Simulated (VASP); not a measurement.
# CsBr (Pm-3m) in VASP: notebook, part 2 of 2

VASP 6.6.1.

### 3 Single point, PBE (volume scaled by 0.975)

INCAR reads:

```
SYSTEM = CsBr
  PREC = Accurate
  ENCUT = 500
  EDIFF = 1E-6
  ISMEAR = -1
  SIGMA = 0.03
  LREAL = .False.
  LASPH = .True.
  NELM = 120
  ALGO = Normal
  ISIF = 2
  LWAVE = .False.
  LCHARG = .False.
  GGA = PE
  NBANDS = 15
  GGA_COMPAT = .False.
```

KPOINTS reads:

```
Automatic mesh
0
Gamma
  6 6 6
  0 0 0
```

POSCAR reads:

```
CsBr
1.0
    4.2499814904      0.0000000000      0.0000000000
    0.0000000000      4.2499814904      0.0000000000
    0.0000000000      0.0000000000      4.2499814904
Cs Br
1 1
Direct
    0.0000000000      0.0000000000      0.0000000000
    0.5000000000      0.5000000000      0.5000000000
```

Potentials or basis: VASP PAW PBE potentials, release 64 (Cs_sv, Br).

On the command line:

```bash
$ cat potpaw_PBE.64/Cs_sv/POTCAR potpaw_PBE.64/Br/POTCAR > POTCAR
$ mpirun -np 1 vasp_std > vasp.out
```

OUTCAR:

```text
SYSTEM = CsBr
   PREC = Accurate
   ENCUT = 500
   EDIFF = 1E-6
   ISMEAR = -1
   LREAL = .False.
   LASPH = .True.
   NELM = 120
   ISIF = 2
   GGA = PE

 ion  position               nearest neighbor table
   1  0.000  0.000  0.000-
   2  0.500  0.500  0.500-

  LATTYP: Found a simple cubic cell.
 ALAT       =     4.2499814904

  Lattice vectors:

[... 536 lines left out ...]
     13       9.1405      0.00000
     14       9.1405      0.00000
     15      11.3489      0.00000

------------------------ aborting loop because EDIFF is reached ----------------------------------------

  FORCE on cell =-STRESS in cart. coord.  units (eV):
  Direction    XX          YY          ZZ          XY          YZ          ZX
  --------------------------------------------------------------------------------------
  -------------------------------------------------------------------------------------
  Total        0.7535505      0.7535505      0.7535505      0.0000000      0.0000000     -0.0000000
  in kB       15.7275765     15.7275765     15.7275765      0.0000000      0.0000000     -0.0000000
  external PRESSURE =      15.7275765 kB  Pullay stress =       0.0000000 kB

 VOLUME and BASIS-vectors are now :
 -----------------------------------------------------------------------------
  energy-cutoff  :      500.00
  volume of cell :       76.76
      direct lattice vectors                 reciprocal lattice vectors
     4.249981490  0.000000000  0.000000000     0.235295142  0.000000000  0.000000000
     0.000000000  4.249981490  0.000000000     0.000000000  0.235295142  0.000000000
     0.000000000  0.000000000  4.249981490     0.000000000  0.000000000  0.235295142

 POSITION                                       TOTAL-FORCE (eV/Angst)
 -----------------------------------------------------------------------------------
      0.00000      0.00000      0.00000         0.000000      0.000000      0.000000
      2.12499      2.12499      2.12499         0.000000      0.000000      0.000000
 -----------------------------------------------------------------------------------
    total drift:                                0.000000      0.000000     -0.000000

  FREE ENERGIE OF THE ION-ELECTRON SYSTEM (eV)
  ---------------------------------------------------
  free  energy   TOTEN  =        -5.9879733979 eV

  energy  without entropy=       -5.9879733979  energy(sigma->0) =       -5.98797340
```

stdout:

```text
POSCAR found type information on POSCAR CsBr
 POSCAR found :  2 types and       2 ions
 scaLAPACK will be used
 LDA part: xc-table for (Slater+PW92), standard interpolation
 POSCAR, INCAR and KPOINTS ok, starting setup
 FFT: planning ... GRIDC
 FFT: planning ... GRID_SOFT
 FFT: planning ... GRID
 WAVECAR not read
 entering main loop
```

Run time: 14 s. Hardware: 1 thread of Intel Xeon 6975P-C (Granite Rapids), shared host; peak memory 0.18 GiB.

What came out:

```yaml
Free_energy: -5.9880 eV
Pressure: 1.6 GPa
Band_gap_on_the_k_mesh: 4.61 eV, direct
```

Caveat: spin-orbit coupling is left out, which moves the levels of the heavy elements. A k mesh can miss the band edges.

### 4 Single point, PBE (volume scaled by 1.025)

INCAR: that of step 3 with these lines changed.

```diff
@@ -12,4 +12,6 @@
   LWAVE = .False.
-  LCHARG = .False.
+  LCHARG = .True.
   GGA = PE
+  LELF = .True.
+  LVHAR = .True.
   NBANDS = 15
```

KPOINTS is that of step 3.

POSCAR reads:

```
CsBr
1.0
    4.3214230940      0.0000000000      0.0000000000
    0.0000000000      4.3214230940      0.0000000000
    0.0000000000      0.0000000000      4.3214230940
Cs Br
1 1
Direct
    0.0000000000      0.0000000000      0.0000000000
    0.5000000000      0.5000000000      0.5000000000
```

On the command line:

```bash
$ cat potpaw_PBE.64/Cs_sv/POTCAR potpaw_PBE.64/Br/POTCAR > POTCAR
$ mpirun -np 1 vasp_std > vasp.out
```

It used 7.5 s of CPU time on 1 thread of Intel(R) Xeon(R) 6975P-C (Granite Rapids) (shared host).

Results (log left out):

```
Free energy            : -6.0156 eV
Pressure               : 0.7 GPa
Band gap on the k mesh : 4.42 eV, indirect (least direct gap 4.43 eV)
```

Levels at points of the mesh, in eV from the valence-band top:
```
           k point  band 4  band 5  band 6  band 7  band 8  band 9  band 10  band 11  band 12  band 13
(0.00, 0.00, 0.00)   -6.42   -6.42   -0.01   -0.01   -0.01    4.42     4.93     4.93     9.04     9.04
(0.50, 0.00, 0.00)   -6.32   -6.32   -1.28   -0.20   -0.20    5.92     7.18     7.63     8.33     8.79
(0.50, 0.50, 0.00)   -6.97   -6.26   -0.57   -0.57    0.00    5.25     5.48     7.20     7.20    10.95
(0.50, 0.50, 0.50)   -6.80   -6.80   -1.13   -1.13   -1.13    8.21     8.21     8.21     9.05     9.05
```

Caveat: spin-orbit coupling is left out, which moves the levels of the heavy elements.

### 5 Single point, PBE (volume scaled by 1.05)

INCAR reads:

```
SYSTEM = CsBr
  PREC = Accurate
  ENCUT = 500
  EDIFF = 1E-6
  ISMEAR = -1
  SIGMA = 0.03
  LREAL = .FALSE.
  LASPH = .TRUE.
  NELM = 120
  ALGO = Normal
  ISIF = 2
  LWAVE = .FALSE.
  LCHARG = .FALSE.
  GGA = PE
  NBANDS = 15
  GGA_COMPAT = .FALSE.
```

KPOINTS reads:

```
regular mesh
0
G
  6 6 6
  0 0 0
```

POSCAR reads:

```
CsBr
1.0
    4.3562747853      0.0000000000      0.0000000000
    0.0000000000      4.3562747853      0.0000000000
    0.0000000000      0.0000000000      4.3562747853
Cs Br
1 1
Direct
    0.0000000000      0.0000000000      0.0000000000
    0.5000000000      0.5000000000      0.5000000000
```

Potentials or basis: VASP PAW PBE potentials, release 64 (Cs_sv, Br).

On the command line:

```bash
$ cat potpaw_PBE.64/Cs_sv/POTCAR potpaw_PBE.64/Br/POTCAR > POTCAR
$ mpirun -np 1 vasp_std > vasp.out
```

OUTCAR:

```text
SYSTEM = CsBr
   PREC = Accurate
   ENCUT = 500
   EDIFF = 1E-6
   ISMEAR = -1
   LREAL = .FALSE.
   LASPH = .TRUE.
   NELM = 120
   ISIF = 2
   GGA = PE

 ion  position               nearest neighbor table
   1  0.000  0.000  0.000-
   2  0.500  0.500  0.500-

  LATTYP: Found a simple cubic cell.
 ALAT       =     4.3562747853

  Lattice vectors:

[... 536 lines left out ...]
     13       8.4074      0.00000
     14       8.4074      0.00000
     15      10.4969      0.00000

------------------------ aborting loop because EDIFF is reached ----------------------------------------

  FORCE on cell =-STRESS in cart. coord.  units (eV):
  Direction    XX          YY          ZZ          XY          YZ          ZX
  --------------------------------------------------------------------------------------
  -------------------------------------------------------------------------------------
  Total        0.1759115      0.1759115      0.1759115     -0.0000000      0.0000000      0.0000000
  in kB        3.4092518      3.4092518      3.4092518     -0.0000000      0.0000000      0.0000000
  external PRESSURE =       3.4092518 kB  Pullay stress =       0.0000000 kB

 VOLUME and BASIS-vectors are now :
 -----------------------------------------------------------------------------
  energy-cutoff  :      500.00
  volume of cell :       82.67
      direct lattice vectors                 reciprocal lattice vectors
     4.356274785  0.000000000  0.000000000     0.229553931  0.000000000  0.000000000
     0.000000000  4.356274785  0.000000000     0.000000000  0.229553931  0.000000000
     0.000000000  0.000000000  4.356274785     0.000000000  0.000000000  0.229553931

 POSITION                                       TOTAL-FORCE (eV/Angst)
 -----------------------------------------------------------------------------------
      0.00000      0.00000      0.00000         0.000000      0.000000      0.000000
      2.17814      2.17814      2.17814         0.000000      0.000000      0.000000
 -----------------------------------------------------------------------------------
    total drift:                                0.000000      0.000000     -0.000000

  FREE ENERGIE OF THE ION-ELECTRON SYSTEM (eV)
  ---------------------------------------------------
  free  energy   TOTEN  =        -6.0220176942 eV

  energy  without entropy=       -6.0220176942  energy(sigma->0) =       -6.02201769
```

OSZICAR:

```text
N       E                     dE             d eps       ncg     rms          rms(c)
DAV:   1     0.905643026769E+02    0.90564E+02   -0.62855E+03   600   0.870E+02
DAV:   2     0.877674773794E+00   -0.89687E+02   -0.82511E+02   919   0.152E+02
DAV:   3    -0.623467234869E+01   -0.71123E+01   -0.70901E+01   761   0.468E+01
DAV:   4    -0.629798866546E+01   -0.63316E-01   -0.63309E-01   719   0.534E+00
DAV:   5    -0.629833287805E+01   -0.34421E-03   -0.34420E-03   775   0.410E-01    0.180E+00
DAV:   6    -0.605801017435E+01    0.24032E+00   -0.22520E-01   733   0.245E+00    0.105E+00
DAV:   7    -0.601893384166E+01    0.39076E-01   -0.12727E-01   761   0.180E+00    0.614E-01
DAV:   8    -0.602210191156E+01   -0.31681E-02   -0.14270E-02   691   0.698E-01    0.124E-01
DAV:   9    -0.602190409784E+01    0.19781E-03   -0.15385E-03   768   0.202E-01    0.699E-02
DAV:  10    -0.602201456724E+01   -0.11047E-03   -0.21055E-04   663   0.972E-02    0.168E-02
DAV:  11    -0.602201850963E+01   -0.39424E-05   -0.26180E-05   712   0.298E-02    0.106E-02
DAV:  12    -0.602201769420E+01    0.81543E-06   -0.49994E-06   705   0.129E-02
   1 F= -.60220177E+01 E0= -.60220177E+01  d E =-.182234E-11
```

stdout:

```text
POSCAR found type information on POSCAR CsBr
 POSCAR found :  2 types and       2 ions
 scaLAPACK will be used
 LDA part: xc-table for (Slater+PW92), standard interpolation
 POSCAR, INCAR and KPOINTS ok, starting setup
 FFT: planning ... GRIDC
 FFT: planning ... GRID_SOFT
 FFT: planning ... GRID
 WAVECAR not read
 entering main loop
```

It used 7.2 s of CPU time on 1 thread of Intel(R) Xeon(R) 6975P-C (Granite Rapids) (shared host).

Results:

```yaml
Free_energy: -6.0220 eV
Pressure: 0.3 GPa
Band_gap_on_the_k_mesh: 4.33 eV, indirect (least direct gap 4.34 eV)
```

Caveat: spin-orbit coupling is left out, which moves the levels of the heavy elements. A k mesh can miss the band edges.

### 6 Summary

| cell | gap on the mesh (eV) | pressure (GPa) |
| --- | --- | --- |
| a = 4.213 Å, 2 atoms | 4.72 | 2.1 |
| a = 4.250 Å, 2 atoms | 4.61 | 1.6 |
| a = 4.321 Å, 2 atoms | 4.42 | 0.7 |
| a = 4.356 Å, 2 atoms | 4.33 | 0.3 |

Alike in all rows: task single point; level PBE; potentials or basis VASP PAW PBE potentials, release 64 (Cs_sv, Br); no spin polarisation; k mesh 6 × 6 × 6; cutoff (eV) 500; smearing fermi-dirac 0.03 eV.

Caveats: spin-orbit coupling is left out, which moves the levels of the heavy elements.

Absolute energies hang on the potentials; compare differences alone.
